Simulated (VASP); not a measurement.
Set up this calculation in VASP 6.6.1, as the native input.

| Item | Value |
| --- | --- |
| Task | single point |
| Functional | PBE-based screened hybrid with 25 % exact exchange |
| Potentials or basis | VASP PAW PBE potentials, release 64 (Ga_d) |
| Cutoff | 520 eV |
| k mesh | 5 × 5 × 4 |
| Occupations | fermi-dirac, width 0.05 eV |
| Spin | no spin polarisation |
| Dipole correction | no |
| Grid for exact exchange (PRECFOCK) | Normal |
| Share of exact exchange | 0.25 |
| Further INCAR settings | ALGO = Normal; EDIFF = 1e-07; NBANDS = 20 |
| Screening parameter | 0.3 1/Å |

The system is Ga.

```xyz
2
Lattice="1.4129 -3.9660 0.0000 1.4129 3.9660 0.0000 0.0000 0.0000 3.3557" Properties=species:S:1:pos:R:3 pbc="T T T"
Ga    1.4129    2.8697    2.5168
Ga    1.4129   -2.8697    0.8389
```

One way to write it, as run:

POSCAR

```
Ga
1.0
    1.4129395139     -3.9659942246      0.0000000000
    1.4129395139      3.9659942246      0.0000000000
    0.0000000000      0.0000000000      3.3557497376
Ga
2
Direct
    0.1382177551      0.8617822449      0.7500000000
    0.8617822449      0.1382177551      0.2500000000
```

INCAR.step1

```
SYSTEM = Ga
PREC = Accurate
ENCUT = 520
EDIFF = 1E-5
ISMEAR = -1
SIGMA = 0.05
LREAL = .FALSE.
LASPH = .TRUE.
NELM = 100
ALGO = Normal
ISIF = 2
LWAVE = .TRUE.
LCHARG = .FALSE.
NBANDS = 20
GGA = PE
```

INCAR.step2

```
SYSTEM = Ga
PREC = Accurate
ENCUT = 520
EDIFF = 1E-7
ISMEAR = -1
SIGMA = 0.05
LREAL = .FALSE.
LASPH = .TRUE.
NELM = 100
ALGO = Normal
ISIF = 2
LWAVE = .FALSE.
LCHARG = .FALSE.
GGA = PE
LHFCALC = .TRUE.
AEXX = 0.25
HFSCREEN = 0.3
PRECFOCK = Normal
NBANDS = 20
ISTART = 1
```

KPOINTS

```
Automatic mesh
0
G
  5 5 4
  0 0 0
```

Potentials or basis: VASP PAW PBE potentials, release 64 (Ga_d).

Run with:

```sh
$ cat potpaw_PBE.64/Ga_d/POTCAR > POTCAR
$ cp INCAR.step1 INCAR
$ mpirun -np 1 vasp_std > vasp.out
$ cp INCAR.step2 INCAR
$ mpirun -np 1 vasp_std > vasp.out
```

It gave:

```
Pressure               : 0.2 GPa
Band gap on the k mesh : zero (bands 13 and 14 overlap by 7.42 eV)
```

Caveat: the k points lie up to 0.47 Å⁻¹ apart, too coarse for converged energies and pressures of a metal; the PAW data sets were made with another functional, which shifts forces and pressure a little.

Run time: 81 min on 1 thread of AMD EPYC 7R13 Processor (Zen 3), with other jobs on the host, peak memory 0.26 GiB.
